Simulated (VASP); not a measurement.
Wanted: the native input for a VASP 6.6.1 run.

- Task: single point
- Functional: PBE
- Dispersion: D3(BJ)
- Potentials or basis: VASP PAW PBE potentials, release 64 (As)
- Cutoff: 520 eV
- k mesh: 6 × 6 × 6
- Occupations: gaussian, width 0.1 eV
- Spin: no spin polarisation
- Dipole correction: no
- Further INCAR settings: ALGO = Normal; EDIFF = 1e-06; NBANDS = 12

The structure of As lies in POSCAR:

```
As
1.0
    1.8797500000      1.0852741700      3.4857666700
   -1.8797500000      1.0852741700      3.4857666700
    0.0000000000     -2.1705483400      3.4857666700
As
2
Direct
    0.2275400000      0.2275400000      0.2275400000
    0.7724600000      0.7724600000      0.7724600000
```

One way to write it, as run:

INCAR

```
PREC = Accurate
ENCUT = 520
EDIFF = 1E-6
ISMEAR = 0
SIGMA = 0.1
LREAL = F
LASPH = T
NELM = 100
ALGO = Normal
ISIF = 2
LWAVE = F
LCHARG = F
GGA = PE
IVDW = 12
NBANDS = 12
```

KPOINTS

```
regular mesh
0
Gamma
  6 6 6
```

Potentials or basis: VASP PAW PBE potentials, release 64 (As).

Command:

```bash
$ cat potpaw_PBE.64/As/POTCAR > POTCAR
$ mpirun -np 1 vasp_std > vasp.out
```

Results of the run:

| Property | Result |
| --- | --- |
| Pressure | 0.5 GPa |
| Largest force | 0.161 eV/Å |
| Band gap on the k mesh | zero (bands 5 and 6 overlap by 0.33 eV) |
| Dispersion energy per atom | -0.424 eV |

Run time: 24 s on 1 thread of AMD EPYC 7R43 64-Core Processor (Zen 3), with other jobs on the host, peak memory 0.15 GiB.
